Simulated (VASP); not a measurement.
# Rh (Fm-3m) in VASP: notebook, part 3 of 3

VASP 6.6.1. The steps go on from the part before.

### Step 6. Single point, revPBE, non-collinear spin, typed start, spin-orbit coupling

The input, INCAR:

```
SYSTEM = Rh
PREC = Accurate ; ENCUT = 520
EDIFF = 1E-7 ; ISMEAR = -1
SIGMA = 0.05 ; LREAL = .FALSE.
LASPH = .TRUE. ; NELM = 150
ALGO = Normal ; ISIF = 2
LWAVE = .FALSE. ; LCHARG = .TRUE.
MAGMOM = 0 0 1 ; LORBIT = 11
LSORBIT = .TRUE. ; GGA_COMPAT = .FALSE.
LORBMOM = .TRUE. ; LMAXMIX = 4
GGA = RE ; LVHAR = .TRUE.
NBANDS = 26
```

The input, KPOINTS:

```
Automatic mesh
0
G
  14 14 14
  0 0 0
```

The input, POSCAR:

```
Rh
1.0
    0.0000000000      1.9236023117      1.9236023117
    1.9236023117      0.0000000000      1.9236023117
    1.9236023117      1.9236023117      0.0000000000
Rh
1
Direct
    0.0000000000      0.0000000000      0.0000000000
```

Potentials or basis: VASP PAW PBE potentials, release 64 (Rh_pv).

Launch:

```sh
$ cat potpaw_PBE.64/Rh_pv/POTCAR > POTCAR
$ mpirun -np 1 vasp_ncl > vasp.out
```

OUTCAR:

```text
SYSTEM = Rh
   PREC = Accurate
   ENCUT = 520
   EDIFF = 1E-7
   ISMEAR = -1
   LREAL = .FALSE.
   LASPH = .TRUE.
   NELM = 150
   ISIF = 2
   LORBIT = 11
   LSORBIT = .TRUE.
   GGA = RE

 ion  position               nearest neighbor table
   1  0.000  0.000  0.000-

  LATTYP: Found a face centered cubic cell.
 ALAT       =     3.8472046234

  Lattice vectors:

 A1 = (   0.0000000000,   1.9236023117,   1.9236023117)
 A2 = (   1.9236023117,   0.0000000000,   1.9236023117)
 A3 = (   1.9236023117,   1.9236023117,   0.0000000000)

Analysis of symmetry for initial positions (statically):
=====================================================================
 Subroutine PRICEL returns:
 Original cell was already a primitive cell.

 Routine SETGRP: Setting up the symmetry group for a
 face centered cubic supercell.

 Subroutine GETGRP returns: Found 48 space group operations
 (whereof 48 operations were pure point group operations)
 out of a pool of 48 trial point group operations.

The static configuration has the point symmetry O_h .

Analysis of symmetry for dynamics (positions and initial velocities):
=====================================================================
 Subroutine PRICEL returns:
 Original cell was already a primitive cell.

 Routine SETGRP: Setting up the symmetry group for a
 face centered cubic supercell.

 Subroutine GETGRP returns: Found 48 space group operations
 (whereof 48 operations were pure point group operations)
 out of a pool of 48 trial point group operations.

The dynamic configuration has the point symmetry O_h .

Analysis of structural, dynamic, and magnetic symmetry:
=====================================================================
 Subroutine PRICEL returns:
 Original cell was already a primitive cell.
[... 868 lines left out ...]
  -------------------------------------------------------------------------------------
  Total        0.0409121      0.0409121      0.0409226     -0.0000000     -0.0000000      0.0000000
  in kB        4.6045404      4.6045404      4.6057250     -0.0000009     -0.0000000      0.0000000
  external PRESSURE =       4.6049353 kB  Pullay stress =       0.0000000 kB

 VOLUME and BASIS-vectors are now :
 -----------------------------------------------------------------------------
  energy-cutoff  :      520.00
  volume of cell :       14.24
      direct lattice vectors                 reciprocal lattice vectors
     0.000000000  1.923602312  1.923602312    -0.259928987  0.259928987  0.259928987
     1.923602312  0.000000000  1.923602312     0.259928987 -0.259928987  0.259928987
     1.923602312  1.923602312  0.000000000     0.259928987  0.259928987 -0.259928987

 POSITION                                       TOTAL-FORCE (eV/Angst)
 -----------------------------------------------------------------------------------
      0.00000      0.00000      0.00000         0.000000      0.000000      0.000000
 -----------------------------------------------------------------------------------
    total drift:                                0.000000      0.000000      0.000000

  FREE ENERGIE OF THE ION-ELECTRON SYSTEM (eV)
  ---------------------------------------------------
  free  energy   TOTEN  =        -6.9123668476 eV

  energy  without entropy=       -6.9017934029  energy(sigma->0) =       -6.90708013

 orbital moment (x)

 # of ion     p       d       tot
 ----------------------------------------
  1         0.000  -0.000  -0.000
 ----------------------------------------
            0.000  -0.000  -0.000

 orbital moment (y)

 # of ion     p       d       tot
 ----------------------------------------
  1         0.000   0.000   0.000
 ----------------------------------------
            0.000   0.000   0.000

 orbital moment (z)

 # of ion     p       d       tot
 ----------------------------------------
  1         0.000  -0.000  -0.000
 ----------------------------------------
            0.000  -0.000  -0.000

 Spin-Orbit-Coupling matrix elements

 Ion:    1  E_soc:     -0.3110191
 l=   1
     0.0000000    -0.0413008    -0.0413008
    -0.0413008     0.0000000    -0.0413008
    -0.0413008    -0.0413008     0.0000000
 l=   2
     0.0000000    -0.0018076     0.0000000    -0.0018076    -0.0087282
    -0.0018076     0.0000000    -0.0065461    -0.0018076    -0.0021820
     0.0000000    -0.0065461     0.0000000    -0.0065461     0.0000000
    -0.0018076    -0.0018076    -0.0065461     0.0000000    -0.0021820
    -0.0087282    -0.0021820     0.0000000    -0.0021820     0.0000000
 l=   3
     0.0000000     0.0000000     0.0000000     0.0000000     0.0000000     0.0000000     0.0000000
     0.0000000     0.0000000     0.0000000     0.0000000     0.0000000     0.0000000     0.0000000
     0.0000000     0.0000000     0.0000000     0.0000000     0.0000000     0.0000000     0.0000000
     0.0000000     0.0000000     0.0000000     0.0000000     0.0000000     0.0000000     0.0000000
     0.0000000     0.0000000     0.0000000     0.0000000     0.0000000     0.0000000     0.0000000
     0.0000000     0.0000000     0.0000000     0.0000000     0.0000000     0.0000000     0.0000000
     0.0000000     0.0000000     0.0000000     0.0000000     0.0000000     0.0000000     0.0000000

 total charge

# of ion       s       p       d       tot
------------------------------------------
    1        0.400   6.279   7.058  13.736

 magnetization (x)

# of ion       s       p       d       tot
------------------------------------------
    1        0.000   0.000   0.000   0.000

 magnetization (y)

# of ion       s       p       d       tot
------------------------------------------
    1        0.000   0.000   0.000   0.000

 magnetization (z)

# of ion       s       p       d       tot
------------------------------------------
    1       -0.000   0.000  -0.000  -0.000
```

Run time: 7.9 min. Hardware: 1 thread of Intel Xeon 8259CL, shared host; peak memory 0.31 GiB.

What came out:

| Item | Value |
| --- | --- |
| Free energy | -6.9124 eV |
| Pressure | 0.5 GPa |
| Net moment | 0.00 μB per cell |
| Valence electrons inside the program's atomic spheres | Rh 13.74 |

Moments on the atoms (μB; x, y, z):
```
Rh  0.00 0.00 0.00
```

Caveat: the PAW data sets were made with another functional, which shifts forces and pressure a little.

### Step 7. Summary

```csv
task,spin,cell,k mesh,cutoff (eV),smearing,gap on the mesh (eV),pressure (GPa),moment (μB)
single point,off,"a = 2.722 Å, angles 60.0°, 1 atom",7 × 7 × 7,520,fermi-dirac 0.1 eV,none,-1.0,-
single point,off,"a = 2.722 Å, angles 60.0°, 1 atom",14 × 14 × 14,520,fermi-dirac 0.1 eV,none,0.1,-
relaxation of cell and atoms,off,"relaxed from a = 2.689 Å, angles 60.0°, 1 atom",14 × 14 × 14,600,fermi-dirac 0.1 eV,none,0.0,-
single point,"collinear, ferromagnetic start","a = 2.825 Å, angles 60.0°, 1 atom",23 × 23 × 23,520,fermi-dirac 0.05 eV,none,-20.3,0.00
single point,"non-collinear, typed start, SOC","a = 2.720 Å, angles 60.0°, 1 atom",14 × 14 × 14,520,fermi-dirac 0.05 eV,-,0.5,0.00
```

Alike in all rows: level revPBE; potentials or basis VASP PAW PBE potentials, release 64 (Rh_pv).

Caveats: some runs use coarse meshes; the PAW data sets were made with another functional, which shifts forces and pressure a little.

Absolute energies hang on the potentials; compare differences alone.
